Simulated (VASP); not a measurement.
## GaSb3: single point with r2SCAN

The system is GaSb3.

```xyz
4
Lattice="0.0000 3.7553 3.7553 3.7553 0.0000 3.7553 3.7553 3.7553 0.0000" Properties=species:S:1:pos:R:3 pbc="T T T"
Sb    3.7553    3.7553    3.7553
Sb    5.6330    5.6330    5.6330
Sb    1.8777    1.8777    1.8777
Ga    0.0000    0.0000    0.0000
```

```json
{"Program": "VASP 6.6.1", "Task": "single point", "Functional": "r2SCAN", "Potentials or basis": "VASP PAW PBE potentials, release 64 (Sb, Ga_d)", "Cutoff": "550 eV", "k mesh": "6 × 6 × 6", "Occupations": "fermi-dirac, width 0.05 eV", "Spin": "no spin polarisation", "Dipole correction": "no", "Further INCAR settings": "ALGO = Normal; EDIFF = 1e-06; NBANDS = 22"}
```

The pressure is -2.4 GPa. The band gap on the k mesh is zero (band 14 reaches 8.38 eV, above the bottom of band 15 at 4.68 eV).

Levels at points of the mesh, in eV from the Fermi level:
```csv
k point,band 11,band 12,band 13,band 14,band 15,band 16,band 17,band 18
"(0.00, 0.00, 0.00)",-2.74,-2.74,-2.61,-2.61,-2.61,-0.84,-0.84,-0.84
"(0.50, 0.00, 0.00)",-3.79,-2.78,-2.78,-0.57,-0.14,2.05,2.05,3.03
"(0.50, 0.50, 0.00)",-5.44,0.59,0.89,0.89,0.91,1.77,1.77,1.90
```

It took 5.3 min on 1 thread of Intel Xeon 8259CL (shared host), peak memory 0.3 GiB.

Caveat: the PAW data sets were made with another functional, which shifts forces and pressure a little; spin-orbit coupling is left out, which moves the levels of the heavy elements.
